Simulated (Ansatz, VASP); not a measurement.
# Mg3O: VASP beside Ansatz

```
CELL_PARAMETERS angstrom
-1.92537 1.92537 4.30084
1.92537 -1.92537 4.30084
1.92537 1.92537 -4.30084
ATOMIC_POSITIONS crystal
Mg 0.50000 0.50000 0.00000
Mg 0.25000 0.75000 0.50000
Mg 0.75000 0.25000 0.50000
O 0.00000 0.00000 0.00000
```

Alike in both runs: task relaxation of cell and atoms; functional PBE; k mesh 16 × 16 × 16; occupations gaussian, width 0.1 eV; no spin polarisation.

|  | VASP | Ansatz |
| --- | --- | --- |
| version | VASP 6.6.1 | Ansatz 0.2.0 |
| potentials or method | VASP PAW PBE potentials, release 64 (Mg, O), cutoff 600 eV | scalar-relativistic, plane waves, PAW |
| valence electrons in the cell | 12 | 36 |

```csv
,VASP,Ansatz,Ansatz less VASP
"gap on the k mesh at the Fermi level, each at its own relaxed structure (eV)",none,none,-
relaxed volume (Å³/atom),16.79,16.84,+0.054
relaxed length of the cell vector where the two differ most in proportion (Å),5.548,5.565,+0.0171
```

A gap of «none» marks a metal or a gap that the smearing closes. VASP's potentials hold 12 valence electrons a cell and Ansatz's 36, so a difference there can come from the potentials and not from the codes.
